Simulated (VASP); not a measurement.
# C in VASP: further runs

Runs on C. Level: PBE+D3(BJ). Tasks: single point.

Everything below comes from runs of VASP 6.6.1. Logs are shortened: lines on timing, memory, paths and dates and some standing lists are left out, and cuts for length are marked.

## Step 1: The cell of the first run

The cell holds a slab with vacuum, 4 atoms: a = 2.280 Å, b = 2.563 Å, c = 23.922 Å, α = 90.00°, β = 90.00°, γ = 116.42°.

## Step 2: Single point, PBE+D3(BJ) (strain -0.0750 x Voigt [1, -1, 0, 0, 0, 0])

INCAR reads:

```
SYSTEM = C
PREC = Accurate
ENCUT = 600
EDIFF = 1E-6
ISMEAR = 0
SIGMA = 0.15
LREAL = .False.
LASPH = .True.
NELM = 120
ALGO = Normal
ISIF = 2
LWAVE = .False.
LCHARG = .False.
GGA = PE
IVDW = 12
NBANDS = 16
GGA_COMPAT = .False.
```

KPOINTS reads:

```
regular mesh
0
Gamma
  24 24 2
  0 0 0
```

POSCAR reads:

```
C
1.0
    2.2803727669      0.0000000000      0.0000000000
   -1.1401863834      2.2951084348      0.0000000000
    0.0000000000      0.0000000000     23.9222939139
C
4
Direct
    0.0000000000      0.0000000000      0.5711557753
    0.0000000000      0.0000000000      0.4288442247
    0.3333333333      0.6666666667      0.4288237756
    0.6666666667      0.3333333333      0.5711762244
```

Potentials or basis: VASP PAW PBE potentials, release 64 (C).

On the command line:

```bash
cat potpaw_PBE.64/C/POTCAR > POTCAR
mpirun -np 1 vasp_std > vasp.out
```

OUTCAR:

```text
SYSTEM = C
   PREC = Accurate
   ENCUT = 600
   EDIFF = 1E-6
   ISMEAR = 0
   LREAL = .False.
   LASPH = .True.
   NELM = 120
   ISIF = 2
   GGA = PE
   IVDW = 12
 IVDW          = 12

 ion  position               nearest neighbor table
   1  0.000  0.000  0.571-   4 1.37   4 1.37   4 1.53
   2  0.000  0.000  0.429-   3 1.37   3 1.37   3 1.53
   3  0.333  0.667  0.429-   2 1.37   2 1.37   2 1.53
   4  0.667  0.333  0.571-   1 1.37   1 1.37   1 1.53

  LATTYP: Found a base centered orthorhombic cell.
 ALAT       =     2.2803727669
 B/A-ratio  =     2.0129239115
 C/A-ratio  =    10.4905190332

  Lattice vectors:

 A1 = (   1.1401863834,  -2.2951084348,   0.0000000000)
 A2 = (   1.1401863835,   2.2951084348,   0.0000000000)
 A3 = (   0.0000000000,   0.0000000000,  23.9222939139)

Analysis of symmetry for initial positions (statically):
=====================================================================
 Subroutine PRICEL returns:
 Original cell was already a primitive cell.

 Routine SETGRP: Setting up the symmetry group for a
 base centered orthorhombic supercell.

 Subroutine GETGRP returns: Found  4 space group operations
 (whereof  4 operations were pure point group operations)
 out of a pool of  8 trial point group operations.

The static configuration has the point symmetry C_2h.

Analysis of symmetry for dynamics (positions and initial velocities):
=====================================================================
 Subroutine PRICEL returns:
 Original cell was already a primitive cell.

 Routine SETGRP: Setting up the symmetry group for a
 base centered orthorhombic supercell.

 Subroutine GETGRP returns: Found  4 space group operations
 (whereof  4 operations were pure point group operations)
 out of a pool of  8 trial point group operations.

The dynamic configuration has the point symmetry C_2h.

 Subroutine INISYM returns: Found  4 space group operations
 (whereof  4 operations are pure point group operations),
 and found     1 'primitive' translations

----------------------------------------------------------------------------------------

                                     Primitive cell

  volume of cell :     125.2022

  direct lattice vectors                    reciprocal lattice vectors
     2.280372767  0.000000000  0.000000000     0.438524795  0.217854630  0.000000000
    -1.140186383  2.295108435  0.000000000     0.000000000  0.435709261  0.000000000
     0.000000000  0.000000000 23.922293914     0.000000000  0.000000000  0.041802011

  length of vectors
     2.280372767  2.562722715 23.922293914     0.489657672  0.435709261  0.041802011

  position of ions in fractional coordinates (direct lattice)
     0.000000000  0.000000000  0.571155775
     0.000000000  0.000000000  0.428844225
     0.333333333  0.666666667  0.428823776
     0.666666667  0.333333333  0.571176224

  ion indices of the primitive-cell ions
   primitive index   ion index
                 1           1
                 2           2
                 3           3
                 4           4

----------------------------------------------------------------------------------------

 KPOINTS: regular mesh

Automatic generation of k-mesh.
 Grid dimensions read from file:
 generate k-points for:   24   24    2

 Generating k-lattice:

  Cartesian coordinates                     Fractional coordinates (reciprocal lattice)
     0.018271866  0.009077276  0.000000000     0.041666667  0.000000000  0.000000000
     0.000000000  0.018154553  0.000000000     0.000000000  0.041666667  0.000000000
     0.000000000  0.000000000  0.020901006     0.000000000  0.000000000  0.500000000

  Length of vectors
     0.020402403  0.018154553  0.020901006

  Shift w.r.t. Gamma in fractional coordinates (k-lattice)
     0.000000000  0.000000000  0.000000000

 Subroutine IBZKPT returns following result:
 ===========================================

 Found    314 irreducible k-points:

 Following reciprocal coordinates:
            Coordinates               Weight
  0.000000  0.000000  0.000000      1.000000
  0.041667  0.000000  0.000000      4.000000
  0.083333  0.000000  0.000000      4.000000
  0.125000  0.000000  0.000000      4.000000
  0.166667 -0.000000  0.000000      4.000000
  0.208333  0.000000  0.000000      4.000000
[... 16 lines left out ...]
  0.375000  0.041667  0.000000      4.000000
  0.416667  0.041667  0.000000      4.000000
 [... further k-points ...]
   k-points           NKPTS =    314   k-points in BZ     NKDIM =    314   number of bands    NBANDS=     16
   number of dos      NEDOS =    301   number of ions     NIONS =      4
   total plane-waves  NPLWV =  69120
   dimension x,y,z NGX =    18 NGY =   20 NGZ =  192
   dimension x,y,z NGXF=    36 NGYF=   40 NGZF=  384
   ions per type =               4
   NGX,Y,Z   is equivalent  to a cutoff of  13.12, 12.97, 13.34 a.u.
   NGXF,Y,Z  is equivalent  to a cutoff of  26.25, 25.95, 26.69 a.u.
 SYSTEM =  C
   PREC   = accura    normal or accurate (medium, high low for compatibility)
   ISTART =      0    job   : 0-new  1-cont  2-samecut
   ICHARG =      2    charge: 1-file 2-atom 10-const
   ISPIN  =      1    spin polarized calculation?
   LNONCOLLINEAR =      F non collinear calculations
   LSORBIT =      F    spin-orbit coupling
   LASPH  =      T    aspherical Exc in radial PAW
   ENCUT  =  600.0 eV  44.10 Ry    6.64 a.u.   4.55  5.12 47.78*2*pi/ulx,y,z
   NELM   =    120;   NELMIN=  2; NELMDL= -5     # of ELM steps
   EDIFF  = 0.1E-05   stopping-criterion for ELM
   LREAL  =      F    real-space projection
   EDIFFG = 0.1E-04   stopping-criterion for IOM
   NSW    =      0    number of steps for IOM
   IBRION =     -1    ionic relax: 0-MD 1-quasi-New 2-CG
   NFREE  =      0    steps in history (QN), initial steepest desc. (CG)
   ISIF   =      2    stress and relaxation
   ISYM   =      2    0-nonsym 1-usesym 2-fastsym
   POTIM  = 0.5000    time-step for ionic-motion
   TEBEG  =    0.0;   TEEND  =   0.0 temperature during run
   PSTRESS=    0.0 pullay stress
   NELECT =      16.0000    total number of electrons
   NUPDOWN=      -1.0000    fix difference up-down
   EMIN   =  10.00;   EMAX   =-10.00  energy-range for DOS
   EFERMI =   0.00;   METHOD = LEGACY
   ISMEAR =     0;   SIGMA  =   0.15  broadening in eV -4-tet -1-fermi 0-gaus
   EFERMI_NEDOS =   21; number of points for ismear=-14 and -15
   IALGO  =     38    algorithm
   IMIX   =      4    mixing-type and parameters
     AMIX     =   0.40;   BMIX     =  1.00
     AMIX_MAG =   1.60;   BMIX_MAG =  1.00
  volume/ion in A,a.u.               =      31.30       211.23
  Fermi-wavevector in a.u.,A,eV,Ry     =   0.824602  1.558271  9.251525  0.679968
  Thomas-Fermi vector in A             =   1.936315
   LORBIT       =      0    0 simple, 1 ext, 2 COOP (PROOUT), +10 PAW based schemes
   GGA     = PE    functional components
   LHFCALC =     F    Hartree Fock is set to
   AEXX    =    0.0000 exact exchange contribution
   IVDW    =    12    specifies the selected vdW correction
   LEPSILON=     F    determine dielectric tensor
   LRPA    =     F    only Hartree local field effects (RPA)
 non-spin polarized calculation
 Gauss-broadening in eV      SIGMA  =   0.15
  energy-cutoff  :      600.00
  volume of cell :      125.20
 maximum number of plane-waves:      4244
   NGX =  9   NGY = 11   NGZ = 95

 number of electron      16.0000001 magnetization

 Free energy of the ion-electron system (eV)
  ---------------------------------------------------
  ext. energy  EPLUGINS =         0.00000000
  ---------------------------------------------------
  free energy    TOTEN  =       -35.75371260 eV

  energy without entropy =      -35.75360429  energy(sigma->0) =      -35.75365844

 E-fermi :  -1.5778     XC(G=0):  -3.2876

 val. band max:       -1.8248021358   @ k =   0.4167   0.2917   0.0000
 cond. band min:      -1.3444905397   @ k =   0.3750   0.2917   0.0000
 fundamental gap:      0.4803115960
 Fermi energy:        -1.5777746711

 k-point     1 :       0.0000    0.0000    0.0000
  band No.  band energies     occupation
      1     -21.4201      2.00000
      2     -21.2882      2.00000
      3      -9.8472      2.00000
      4      -8.9505      2.00000
      5      -5.3428      2.00000
      6      -5.3407      2.00000
[... 8 lines left out ...]
     15       3.7733      0.00000
     16       5.1413      0.00000

 k-point     2 :       0.0417    0.0000    0.0000
  band No.  band energies     occupation
      1     -21.3753      2.00000
      2     -21.2438      2.00000
      3      -9.7924      2.00000
      4      -8.8973      2.00000
      5      -5.4287      2.00000
      6      -5.4238      2.00000
[... 8 lines left out ...]
     15       3.9387      0.00000
     16       5.2009      0.00000

 k-point     3 :       0.0833    0.0000    0.0000
  band No.  band energies     occupation
      1     -21.2411      2.00000
      2     -21.1108      2.00000
      3      -9.6284      2.00000
      4      -8.7378      2.00000
      5      -5.6692      2.00000
      6      -5.6605      2.00000
[... 8 lines left out ...]
     15       4.3361      0.00000
     16       5.3805      0.00000

 k-point     4 :       0.1250    0.0000    0.0000
  band No.  band energies     occupation
      1     -21.0178      2.00000
      2     -20.8894      2.00000
      3      -9.3561      2.00000
      4      -8.4733      2.00000
      5      -6.0273      2.00000
      6      -6.0167      2.00000
[... 8 lines left out ...]
     15       4.8225      0.00000
     16       5.6818      0.00000
[... 324 lines left out ...]
 k-point    22 :       0.3333    0.0417    0.0000
  band No.  band energies     occupation
      1     -18.3031      2.00000
      2     -18.1974      2.00000
      3     -11.2572      2.00000
      4     -11.2021      2.00000
      5      -8.4890      2.00000
      6      -8.4622      2.00000
[... 8 lines left out ...]
     15       7.0199      0.00000
     16       7.7430      0.00000

 k-point    23 :       0.3750    0.0417    0.0000
  band No.  band energies     occupation
      1     -17.5440      2.00000
      2     -17.4444      2.00000
      3     -12.3981      2.00000
      4     -12.3351      2.00000
      5      -8.6870      2.00000
      6      -8.6607      2.00000
[... 8 lines left out ...]
     15       8.1247      0.00000
     16       8.8347      0.00000

 k-point    24 :       0.4167    0.0417    0.0000
  band No.  band energies     occupation
      1     -16.7112      2.00000
      2     -16.6183      2.00000
      3     -13.5010      2.00000
      4     -13.4304      2.00000
      5      -8.8047      2.00000
      6      -8.7791      2.00000
[... 8 lines left out ...]
     15       9.3494      0.00000
     16      10.0412      0.00000

 [... further k-points ...]

------------------------ aborting loop because EDIFF is reached ----------------------------------------

 Edisp (eV)   -0.45761

 E8    (eV) :    -0.1369

  FORCE on cell =-STRESS in cart. coord.  units (eV):
  Direction    XX          YY          ZZ          XY          YZ          ZX
  --------------------------------------------------------------------------------------
  -------------------------------------------------------------------------------------
  Total      18.05375   -12.49342    -0.05857    -0.00000     0.01977     0.00000
  in kB     231.02881  -159.87476    -0.74946    -0.00000     0.25293     0.00000
  external pressure =       23.47 kB  Pullay stress =        0.00 kB

 VOLUME and BASIS-vectors are now :
 -----------------------------------------------------------------------------
  energy-cutoff  :      600.00
  volume of cell :      125.20
      direct lattice vectors                 reciprocal lattice vectors
     2.280372767  0.000000000  0.000000000     0.438524795  0.217854630  0.000000000
    -1.140186383  2.295108435  0.000000000     0.000000000  0.435709261  0.000000000
     0.000000000  0.000000000 23.922293914     0.000000000  0.000000000  0.041802011

 POSITION                                       TOTAL-FORCE (eV/Angst)
 -----------------------------------------------------------------------------------
      0.00000      0.00000     13.66336        -0.000000     -1.152579      0.004718
      0.00000      0.00000     10.25894         0.000000      1.152579     -0.004718
     -0.00000      1.53007     10.25845        -0.000000     -1.158040     -0.000307
      1.14019      0.76504     13.66385         0.000000      1.158040      0.000307
 -----------------------------------------------------------------------------------
    total drift:                                0.000000      0.000000      0.000000

  FREE ENERGIE OF THE ION-ELECTRON SYSTEM (eV)
  ---------------------------------------------------
  free  energy   TOTEN  =       -36.2113176532 eV

  energy  without entropy=      -36.2112093423  energy(sigma->0) =      -36.21126350
```

It took 7.6 min on 1 thread of Oxide Virtual Turin-like, shared host; peak memory 0.63 GiB.

What came out:

```yaml
Free_energy: -36.2113 eV
Largest_force: 1.158 eV/Å
Dispersion_energy_per_atom: -0.114 eV
```

Forces in eV/Å, atoms in the order of the input:
```
C    0.000 -1.153  0.005
C    0.000  1.153 -0.005
C    0.000 -1.158  0.000
C    0.000  1.158  0.000
```

Caveat: the cell differs from its parent crystal (strain -0.0750 x Voigt [1, -1, 0, 0, 0, 0]); there is no dipole correction, which matters where the two faces differ.

## Step 3: Single point, PBE+D3(BJ) (strain -0.1125 x Voigt [1, -1, 0, 0, 0, 0])

INCAR is that of step 2.

KPOINTS reads:

```
Automatic mesh
0
Gamma
  24 24 2
  0 0 0
```

Changes to POSCAR since step 2:

```diff
@@ -2,4 +2,4 @@
 1.0
-    2.2803727669      0.0000000000      0.0000000000
-   -1.1401863834      2.2951084348      0.0000000000
+    2.1879252223      0.0000000000      0.0000000000
+   -1.0939626111      2.3751703570      0.0000000000
     0.0000000000      0.0000000000     23.9222939139
```

Potentials or basis: VASP PAW PBE potentials, release 64 (C).

On the command line:

```bash
cat potpaw_PBE.64/C/POTCAR > POTCAR
mpirun -np 1 vasp_std > vasp.out
```

It took 13 min on 1 thread of Oxide Virtual Turin-like, shared host; peak memory 0.65 GiB.

Results (log left out):

```
Free energy                : -34.7254 eV
Largest force              : 1.444 eV/Å
Dispersion energy per atom : -0.106 eV
```

Forces on the atoms (eV/Å):
```
C    0.000 -1.437  0.004
C    0.000  1.437 -0.004
C    0.000 -1.444 -0.003
C    0.000  1.444  0.003
```

Caveat: the cell differs from its parent crystal (strain -0.1125 x Voigt [1, -1, 0, 0, 0, 0]); there is no dipole correction, which matters where the two faces differ.

## Step 4: Single point, PBE+D3(BJ) (strain -0.1500 x Voigt [1, -1, 0, 0, 0, 0])

INCAR reads:

```
  PREC = Accurate
  ENCUT = 600
  EDIFF = 1E-6
  ISMEAR = 0
  SIGMA = 0.15
  LREAL = False
  LASPH = True
  NELM = 120
  ALGO = Normal
  ISIF = 2
  LWAVE = False
  LCHARG = True
  GGA = PE
  IVDW = 12
  LELF = True
  LVHAR = True
  NBANDS = 16
  GGA_COMPAT = False
```

KPOINTS reads:

```
regular mesh
0
Gamma
  24 24 2
```

Changes to POSCAR since step 3:

```diff
@@ -2,4 +2,4 @@
 1.0
-    2.1879252223      0.0000000000      0.0000000000
-   -1.0939626111      2.3751703570      0.0000000000
+    2.0954776777      0.0000000000      0.0000000000
+   -1.0477388388      2.4552322791      0.0000000000
     0.0000000000      0.0000000000     23.9222939139
```

On the command line:

```bash
cat potpaw_PBE.64/C/POTCAR > POTCAR
mpirun -np 1 vasp_std > vasp.out
```

Run time: 19 min. Hardware: 1 thread of Oxide Virtual Turin-like, shared host; peak memory 0.65 GiB.

Results (log left out):

| Property | Result |
| --- | --- |
| Free energy | -32.6013 eV |
| Largest force | 1.623 eV/Å |
| Dispersion energy per atom | -0.096 eV |

Forces in eV/Å, atoms in the order of the input:
```
C    0.000 -1.614  0.008
C    0.000  1.614 -0.008
C    0.000 -1.623 -0.006
C    0.000  1.623  0.006
```

Caveat: the cell differs from its parent crystal (strain -0.1500 x Voigt [1, -1, 0, 0, 0, 0]); there is no dipole correction, which matters where the two faces differ.

## Step 5: Summary

| cell | largest force (eV/Å) |
| --- | --- |
| a = 2.280, b = 2.563, c = 23.922 Å, angles 90.0, 90.0, 116.4°, 4 atoms | 1.16 |
| a = 2.188, b = 2.615, c = 23.922 Å, angles 90.0, 90.0, 114.7°, 4 atoms | 1.44 |
| a = 2.095, b = 2.669, c = 23.922 Å, angles 90.0, 90.0, 113.1°, 4 atoms | 1.62 |

Alike in all rows: task single point; level PBE+D3(BJ); potentials or basis VASP PAW PBE potentials, release 64 (C); no spin polarisation; k mesh 24 × 24 × 2; cutoff (eV) 600; smearing gaussian 0.15 eV.

Caveats: there is no dipole correction, which matters where the two faces differ.

Total energies depend on the potentials used, so only differences within one code and one set of settings carry meaning.
